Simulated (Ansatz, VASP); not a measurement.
**One calculation of BiAsSe, two programs**

File INCAR:

```
PREC = Accurate
ENCUT = 600
EDIFF = 1E-6
ISMEAR = 0
SIGMA = 0.1
LREAL = False
LASPH = True
NELM = 60
ALGO = Normal
ISIF = 3
LWAVE = False
LCHARG = False
GGA = PE
IBRION = 2
NSW = 100
EDIFFG = -0.01
```

KPOINTS

```
regular mesh
0
Gamma
  12 12 8
```

The input POSCAR:

```
BiAsSe
1.0
    4.1439370156      0.0000000000      0.0000000000
    0.0000000000      4.1439370156      0.0000000000
    0.0000000000      0.0000000000      5.5861442490
Bi As Se
1 1 1
Direct
    0.0000000000      0.0000000000      0.5000000000
    0.0000000000      0.0000000000      0.0000000000
    0.5000000000      0.5000000000      0.5000000000
```

Input for Ansatz:

```yaml
crystal:
  lattice:
    - [4.1439370156, 0.0, 0.0]
    - [0.0, 4.1439370156, 0.0]
    - [0.0, 0.0, 5.586144249]
  atoms:
    - { symbol: Bi, position: [0.0, 0.0, 0.5] }
    - { symbol: As, position: [0.0, 0.0, 0.0] }
    - { symbol: Se, position: [0.5, 0.5, 0.5] }
basis:
  ecutwfc: 420
kpoints:
  mp_grid: { grid: [12, 12, 8] }
hamiltonian:
  xc: pbe
scf:
  occupations: { method: gaussian, width: 0.1 }
output:
  forces: true
  stress: true
  eigenvalues: true
relax:
  adjacent_minimum: "off"
  f_tol: 0.01
  max_steps: 80
  cell: { stress_tol: 0.05 }
```

Alike in both runs: task relaxation of cell and atoms; functional PBE; k mesh 12 × 12 × 8; occupations gaussian, width 0.1 eV; no spin polarisation.

|  | VASP | Ansatz |
| --- | --- | --- |
| version | VASP 6.6.1 | Ansatz 0.2.0 |
| potentials or method | VASP PAW PBE potentials, release 64 (Bi_d, As, Se), cutoff 600 eV | scalar-relativistic, plane waves, PAW |
| valence electrons in the cell | 26 | 46 |

|  | VASP | Ansatz | Ansatz less VASP |
| --- | --- | --- | --- |
| gap on the k mesh at the Fermi level, each at its own relaxed structure (eV) | none | none | - |
| relaxed volume (Å³/atom) | 32.29 | 32.27 | -0.018 |
| relaxed length of the cell vector where the two differ most in proportion (Å) | 5.796 | 5.794 | -0.0015 |

A gap of «none» marks a metal or a gap that the smearing closes. VASP's potentials hold 26 valence electrons a cell and Ansatz's 46, so a difference there can come from the potentials and not from the codes.

Neither program's run includes spin-orbit coupling.
